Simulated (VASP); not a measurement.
# ZnO (P6_3mc) in VASP: relaxation of shape and atoms at fixed volume with PBE

Aim: the relaxation of shape and atoms at fixed volume of ZnO with PBE.

All numbers are computed with VASP 6.6.1; they aren't measurements. Logs are shortened: lines on timing, memory, paths and dates and some standing lists are left out, and cuts for length are marked.

## 1. The cell of the first run

Symmetry: P6_3mc, No. 186, hexagonal system. Conventional cell: a = 3.143 Å, b = 3.143 Å, c = 5.073 Å, α = 90.00°, β = 90.00°, γ = 120.00°. Within 2.5 Å of Zn (site symmetry 3m) lie 4 O at 1.92 Å. Within 2.5 Å of O (site symmetry 3m) lie 4 Zn at 1.92 Å.

## 2. Relaxation of shape and atoms at fixed volume, PBE (10.85 Å³/atom)

File INCAR:

```
SYSTEM = ZnO
ALGO = Normal ; EDIFF = 1E-6
EDIFFG = -0.01 ; ENCUT = 600
GGA = PE ; IBRION = 2
ISIF = 4 ; ISMEAR = 0
LASPH = .True. ; LCHARG = .False.
LREAL = .False. ; LWAVE = .False.
NELM = 60 ; NSW = 50
PREC = Accurate ; SIGMA = 0.02
```

File KPOINTS:

```
k-points
0
Gamma
  12 12 6
  0 0 0
```

File POSCAR:

```
ZnO
1.0
    3.1426888137      0.0000000000      0.0000000000
   -1.5713444069      2.7216483489      0.0000000000
    0.0000000000      0.0000000000      5.0725033751
Zn O
2 2
Direct
    0.3333333333      0.6666666667      0.4999697863
    0.6666666667      0.3333333333     -0.0000302137
    0.6666666667      0.3333333333      0.3790402137
    0.3333333333      0.6666666667      0.8790402137
```

Potentials or basis: VASP PAW PBE potentials, release 64 (Zn, O).

On the command line:

```sh
> cat potpaw_PBE.64/Zn/POTCAR potpaw_PBE.64/O/POTCAR > POTCAR
> mpirun -np 1 vasp_std > vasp.out
```

OUTCAR:

```text
SYSTEM = ZnO
   EDIFF = 1E-6
   EDIFFG = -0.01
   ENCUT = 600
   GGA = PE
   IBRION = 2
   ISIF = 4
   ISMEAR = 0
   LASPH = .True.
   LREAL = .False.
   NELM = 60
   NSW = 50
   PREC = Accurate

 ion  position               nearest neighbor table
   1  0.333  0.667  0.500-   3 1.92   3 1.92   3 1.92   4 1.92
   2  0.667  0.333  1.000-   4 1.92   4 1.92   4 1.92   3 1.92
   3  0.667  0.333  0.379-   1 1.92   1 1.92   1 1.92   2 1.92
   4  0.333  0.667  0.879-   2 1.92   2 1.92   2 1.92   1 1.92

  LATTYP: Found a hexagonal cell.
 ALAT       =     3.1426888137
 C/A-ratio  =     1.6140647948

  Lattice vectors:

 A1 = (   3.1426888137,   0.0000000000,   0.0000000000)
 A2 = (  -1.5713444069,   2.7216483489,   0.0000000000)
 A3 = (   0.0000000000,   0.0000000000,   5.0725033751)

Analysis of symmetry for initial positions (statically):
=====================================================================
 Subroutine PRICEL returns:
 Original cell was already a primitive cell.

 Routine SETGRP: Setting up the symmetry group for a
 hexagonal supercell.

 Subroutine GETGRP returns: Found 12 space group operations
 (whereof  6 operations were pure point group operations)
 out of a pool of 24 trial point group operations.

The static configuration has the point symmetry C_3v.
 The point group associated with its full space group is C_6v.

Analysis of symmetry for dynamics (positions and initial velocities):
=====================================================================
 Subroutine PRICEL returns:
 Original cell was already a primitive cell.

 Routine SETGRP: Setting up the symmetry group for a
 hexagonal supercell.

 Subroutine GETGRP returns: Found 12 space group operations
 (whereof  6 operations were pure point group operations)
 out of a pool of 24 trial point group operations.

The dynamic configuration has the point symmetry C_3v.
 The point group associated with its full space group is C_6v.

 Subroutine INISYM returns: Found 12 space group operations
 (whereof  6 operations are pure point group operations),
 and found     1 'primitive' translations

----------------------------------------------------------------------------------------

                                     Primitive cell

  volume of cell :      43.3866

  direct lattice vectors                    reciprocal lattice vectors
     3.142688814  0.000000000  0.000000000     0.318198861  0.183712198  0.000000000
    -1.571344407  2.721648349  0.000000000     0.000000000  0.367424396  0.000000000
     0.000000000  0.000000000  5.072503375     0.000000000  0.000000000  0.197141318

  length of vectors
     3.142688814  3.142688814  5.072503375     0.367424396  0.367424396  0.197141318

  position of ions in fractional coordinates (direct lattice)
     0.333333333  0.666666667  0.499969786
     0.666666667  0.333333333  0.999969786
     0.666666667  0.333333333  0.379040214
     0.333333333  0.666666667  0.879040214

  ion indices of the primitive-cell ions
   primitive index   ion index
                 1           1
                 2           2
                 3           3
                 4           4

----------------------------------------------------------------------------------------

 KPOINTS: k-points

Automatic generation of k-mesh.
 Grid dimensions read from file:
 generate k-points for:   12   12    6

 Generating k-lattice:

  Cartesian coordinates                     Fractional coordinates (reciprocal lattice)
     0.026516572  0.015309350  0.000000000     0.083333333  0.000000000  0.000000000
     0.000000000  0.030618700  0.000000000     0.000000000  0.083333333  0.000000000
     0.000000000  0.000000000  0.032856886     0.000000000  0.000000000  0.166666667

  Length of vectors
     0.030618700  0.030618700  0.032856886

  Shift w.r.t. Gamma in fractional coordinates (k-lattice)
     0.000000000  0.000000000  0.000000000

 Subroutine IBZKPT returns following result:
 ===========================================

 Found     76 irreducible k-points:

 Following reciprocal coordinates:
            Coordinates               Weight
  0.000000  0.000000  0.000000      1.000000
  0.083333 -0.000000  0.000000      6.000000
  0.166667 -0.000000  0.000000      6.000000
  0.250000 -0.000000  0.000000      6.000000
  0.333333 -0.000000  0.000000      6.000000
  0.416667 -0.000000  0.000000      6.000000
[... 16 lines left out ...]
  0.250000 -0.000000  0.166667     12.000000
  0.333333 -0.000000  0.166667     12.000000
 [... further k-points ...]
   k-points           NKPTS =     76   k-points in BZ     NKDIM =     76   number of bands    NBANDS=     22
   number of dos      NEDOS =    301   number of ions     NIONS =      4
   total plane-waves  NPLWV =  32928
   dimension x,y,z NGX =    28 NGY =   28 NGZ =   42
   dimension x,y,z NGXF=    56 NGYF=   56 NGZF=   84
   ions per type =               2   2
   NGX,Y,Z   is equivalent  to a cutoff of  14.81, 14.81, 13.77 a.u.
   NGXF,Y,Z  is equivalent  to a cutoff of  29.62, 29.62, 27.53 a.u.
 SYSTEM =  ZnO
   PREC   = accura    normal or accurate (medium, high low for compatibility)
   ISTART =      0    job   : 0-new  1-cont  2-samecut
   ICHARG =      2    charge: 1-file 2-atom 10-const
   ISPIN  =      1    spin polarized calculation?
   LNONCOLLINEAR =      F non collinear calculations
   LSORBIT =      F    spin-orbit coupling
   LASPH  =      T    aspherical Exc in radial PAW
   ENCUT  =  600.0 eV  44.10 Ry    6.64 a.u.   6.28  6.28 10.13*2*pi/ulx,y,z
   NELM   =     60;   NELMIN=  2; NELMDL= -5     # of ELM steps
   EDIFF  = 0.1E-05   stopping-criterion for ELM
   LREAL  =      F    real-space projection
   EDIFFG = -.1E-01   stopping-criterion for IOM
   NSW    =     50    number of steps for IOM
   IBRION =      2    ionic relax: 0-MD 1-quasi-New 2-CG
   NFREE  =      1    steps in history (QN), initial steepest desc. (CG)
   ISIF   =      4    stress and relaxation
   ISYM   =      2    0-nonsym 1-usesym 2-fastsym
   POTIM  = 0.5000    time-step for ionic-motion
   TEBEG  =    0.0;   TEEND  =   0.0 temperature during run
   PSTRESS=    0.0 pullay stress
   NELECT =      36.0000    total number of electrons
   NUPDOWN=      -1.0000    fix difference up-down
   EMIN   =  10.00;   EMAX   =-10.00  energy-range for DOS
   EFERMI =   0.00;   METHOD = LEGACY
   ISMEAR =     0;   SIGMA  =   0.02  broadening in eV -4-tet -1-fermi 0-gaus
   EFERMI_NEDOS =   21; number of points for ismear=-14 and -15
   IALGO  =     38    algorithm
   IMIX   =      4    mixing-type and parameters
     AMIX     =   0.40;   BMIX     =  1.00
     AMIX_MAG =   1.60;   BMIX_MAG =  1.00
  volume/ion in A,a.u.               =      10.85        73.20
  Fermi-wavevector in a.u.,A,eV,Ry     =   1.538357  2.907073 32.198755  2.366542
  Thomas-Fermi vector in A             =   2.644737
   LORBIT       =      0    0 simple, 1 ext, 2 COOP (PROOUT), +10 PAW based schemes
   GGA     = PE    functional components
   LHFCALC =     F    Hartree Fock is set to
   AEXX    =    0.0000 exact exchange contribution
   IVDW    =     0    specifies the selected vdW correction
   LEPSILON=     F    determine dielectric tensor
   LRPA    =     F    only Hartree local field effects (RPA)
 conjugate gradient relaxation of ions
 non-spin polarized calculation
 Gauss-broadening in eV      SIGMA  =   0.02
  energy-cutoff  :      600.00
  volume of cell :       43.39
 maximum number of plane-waves:      1463
 NGX is ok and might be reduce to    28
   NGX = 13   NGY = 13   NGZ = 21

 number of electron      35.9999988 magnetization

 Free energy of the ion-electron system (eV)
  ---------------------------------------------------
  ext. energy  EPLUGINS =         0.00000000
  ---------------------------------------------------
  free energy    TOTEN  =       -17.45567820 eV

  energy without entropy =      -17.45567820  energy(sigma->0) =      -17.45567820

 E-fermi :   2.1985     XC(G=0): -11.4162

 val. band max:        2.1038295697   @ k =   0.0000   0.0000   0.0000
 cond. band min:       3.0166398546   @ k =   0.0000   0.0000   0.0000
 fundamental gap:      0.9128102850
 Fermi energy:         2.1985127379

 k-point     1 :       0.0000    0.0000    0.0000
  band No.  band energies     occupation
      1     -16.7993      2.00000
      2     -15.9283      2.00000
      3      -4.3208      2.00000
      4      -4.1089      2.00000
      5      -4.1089      2.00000
      6      -4.0526      2.00000
[... 14 lines left out ...]
     21      10.5957      0.00000
     22      15.4845      0.00000

 k-point     2 :       0.0833   -0.0000    0.0000
  band No.  band energies     occupation
      1     -16.7531      2.00000
      2     -15.9074      2.00000
      3      -4.2636      2.00000
      4      -4.1595      2.00000
      5      -4.0830      2.00000
      6      -4.0231      2.00000
[... 14 lines left out ...]
     21      10.5821      0.00000
     22      14.6669      0.00000

 k-point     3 :       0.1667   -0.0000    0.0000
  band No.  band energies     occupation
      1     -16.6230      2.00000
      2     -15.8518      2.00000
      3      -4.3282      2.00000
      4      -4.0641      2.00000
      5      -4.0146      2.00000
      6      -3.9836      2.00000
[... 14 lines left out ...]
     21      10.5327      0.00000
     22      13.2945      0.00000

 k-point     4 :       0.2500   -0.0000    0.0000
  band No.  band energies     occupation
      1     -16.4335      2.00000
      2     -15.7813      2.00000
      3      -4.4725      2.00000
      4      -4.0612      2.00000
      5      -3.9301      2.00000
      6      -3.8454      2.00000
[... 14 lines left out ...]
     21      10.4347      0.00000
     22      12.0815      0.00000

 k-point     5 :       0.3333   -0.0000    0.0000
  band No.  band energies     occupation
      1     -16.2239      2.00000
      2     -15.7231      2.00000
      3      -4.5542      2.00000
      4      -4.1370      2.00000
      5      -3.8609      2.00000
      6      -3.6882      2.00000
[... 14 lines left out ...]
     21      10.2678      0.00000
     22      11.3340      0.00000

 k-point     6 :       0.4167   -0.0000    0.0000
  band No.  band energies     occupation
      1     -16.0458      2.00000
      2     -15.7000      2.00000
      3      -4.5321      2.00000
      4      -4.2423      2.00000
      5      -3.8219      2.00000
      6      -3.5469      2.00000
[... 14 lines left out ...]
     21       9.8450      0.00000
     22      11.2377      0.00000

 k-point     7 :       0.5000   -0.0000    0.0000
  band No.  band energies     occupation
      1     -15.9686      2.00000
      2     -15.7023      2.00000
      3      -4.4594      2.00000
      4      -4.3384      2.00000
      5      -3.8102      2.00000
      6      -3.4805      2.00000
[... 324 lines left out ...]
      6      -4.1011      2.00000
[... 14 lines left out ...]
     21      10.8229      0.00000
     22      15.4847      0.00000

 k-point    21 :       0.0833   -0.0000    0.1667
  band No.  band energies     occupation
      1     -16.6996      2.00000
      2     -15.9673      2.00000
      3      -4.3567      2.00000
      4      -4.2015      2.00000
      5      -4.0744      2.00000
      6      -4.0449      2.00000
[... 14 lines left out ...]
     21      10.8200      0.00000
     22      14.7113      0.00000

 k-point    22 :       0.1667   -0.0000    0.1667
  band No.  band energies     occupation
      1     -16.5733      2.00000
      2     -15.9054      2.00000
      3      -4.3771      2.00000
      4      -4.2406      2.00000
      5      -4.0035      2.00000
      6      -3.9673      2.00000
[... 14 lines left out ...]
     21      10.8113      0.00000
     22      13.3642      0.00000

 k-point    23 :       0.2500   -0.0000    0.1667
  band No.  band energies     occupation
      1     -16.3903      2.00000
      2     -15.8251      2.00000
      3      -4.5127      2.00000
      4      -4.2293      2.00000
      5      -3.9141      2.00000
      6      -3.8534      2.00000
[... 14 lines left out ...]
     21      10.8144      0.00000
     22      12.1595      0.00000

 k-point    24 :       0.3333   -0.0000    0.1667
  band No.  band energies     occupation
      1     -16.1892      2.00000
      2     -15.7551      2.00000
      3      -4.5957      2.00000
      4      -4.2781      2.00000
      5      -3.8379      2.00000
      6      -3.7117      2.00000
[... 14 lines left out ...]
     21      10.7615      0.00000
     22      11.3764      0.00000

 [... further k-points ...]
[... 5 lines left out ...]
  --------------------------------------------------------------------------------------
  -------------------------------------------------------------------------------------
  Total        6.3240841      6.3240841      6.2753574     -0.0000000     -0.0000000      0.0000000
  in kB      233.5352722    233.5352722    231.7358961     -0.0000000     -0.0000000      0.0000000
  external PRESSURE =     232.9354802 kB  Pullay stress =       0.0000000 kB

 VOLUME and BASIS-vectors are now :
 -----------------------------------------------------------------------------
  energy-cutoff  :      600.00
  volume of cell :       43.39
      direct lattice vectors                 reciprocal lattice vectors
     3.142688814  0.000000000  0.000000000     0.318198861  0.183712198  0.000000000
    -1.571344407  2.721648349  0.000000000     0.000000000  0.367424396  0.000000000
     0.000000000  0.000000000  5.072503375     0.000000000  0.000000000  0.197141318

 POSITION                                       TOTAL-FORCE (eV/Angst)
 -----------------------------------------------------------------------------------
     -0.00000      1.81443      2.53610        -0.000000     -0.000000      0.009471
      1.57134      0.90722      5.07235        -0.000000      0.000000      0.009471
      1.57134      0.90722      1.92268         0.000000     -0.000000     -0.009471
     -0.00000      1.81443      4.45893         0.000000     -0.000000     -0.009471
 -----------------------------------------------------------------------------------
    total drift:                                0.000000     -0.000000     -0.000649

  FREE ENERGIE OF THE ION-ELECTRON SYSTEM (eV)
  ---------------------------------------------------
  free  energy   TOTEN  =       -17.4556782029 eV

  energy  without entropy=      -17.4556782029  energy(sigma->0) =      -17.45567820

 reached required accuracy - stopping structural energy minimisation
```

It took 2.3 min on 1 thread of AMD EPYC 7R13, shared host; peak memory 0.19 GiB.

What came out:

* Free energy: -17.4557 eV
* Pressure after relaxing: 23.3 GPa
* Largest force after relaxing: 0.009 eV/Å
* Band gap on the k mesh: 0.91 eV

Forces on the atoms (eV/Å):
```
Zn   0.000  0.000  0.009
Zn   0.000  0.000  0.009
O    0.000  0.000 -0.009
O    0.000  0.000 -0.009
```

Final structure:
```xyz
4
Lattice="3.1427 0.0000 0.0000 -1.5713 2.7216 0.0000 0.0000 0.0000 5.0725" Properties=species:S:1:pos:R:3 pbc="T T T"
Zn    0.0000    1.8144    2.5361
Zn    1.5713    0.9072    5.0724
O     1.5713    0.9072    1.9227
O     0.0000    1.8144    4.4589
```

Levels at points of the mesh, in eV from the valence-band top:
```
           k point  band 16  band 17  band 18  band 19  band 20  band 21
(0.00, 0.00, 0.00)    -0.12     0.00     0.00     0.91     5.57     8.49
(0.50, 0.00, 0.00)    -2.58    -1.45    -0.96     6.17     6.97     7.66
(0.00, 0.00, 0.50)    -0.45    -0.45    -0.45     3.66     3.66    10.42
(0.50, 0.00, 0.50)    -1.71    -1.56    -1.56     5.84     5.84     8.96
```

Caveat: the relaxation stopped at its first step, so nothing moved.
